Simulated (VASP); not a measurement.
Here is a VASP 6.6.1 calculation.

The input INCAR:

```
  ALGO = Normal
  EDIFF = 1E-7
  EDIFFG = -0.01
  ENCUT = 600
  GGA = PS
  IBRION = 2
  ISIF = 4
  ISMEAR = 0
  LASPH = True
  LCHARG = False
  LREAL = False
  LWAVE = False
  NELM = 80
  NSW = 60
  PREC = Accurate
  SIGMA = 0.05
```

Contents of KPOINTS:

```
k-points
0
Gamma
  12 12 10
```

POSCAR

```
MgB2
1.0
    3.0459473666      0.0000000000      0.0000000000
   -1.5229736833      2.6378677981      0.0000000000
    0.0000000000      0.0000000000      3.4645350754
Mg B
1 2
Direct
    0.0000000000      0.0000000000      0.0000000000
    0.3333333333      0.6666666667      0.5000000000
    0.6666666667      0.3333333333      0.5000000000
```

Potentials or basis: VASP PAW PBE potentials, release 64 (Mg, B).

The run is started by

```bash
$ cat potpaw_PBE.64/Mg/POTCAR potpaw_PBE.64/B/POTCAR > POTCAR
$ mpirun -np 1 vasp_std > vasp.out
```

(1) What does it give for the band gap on the k mesh?

## Answers

(1) zero (bands 4 and 5 overlap by 3.99 eV).
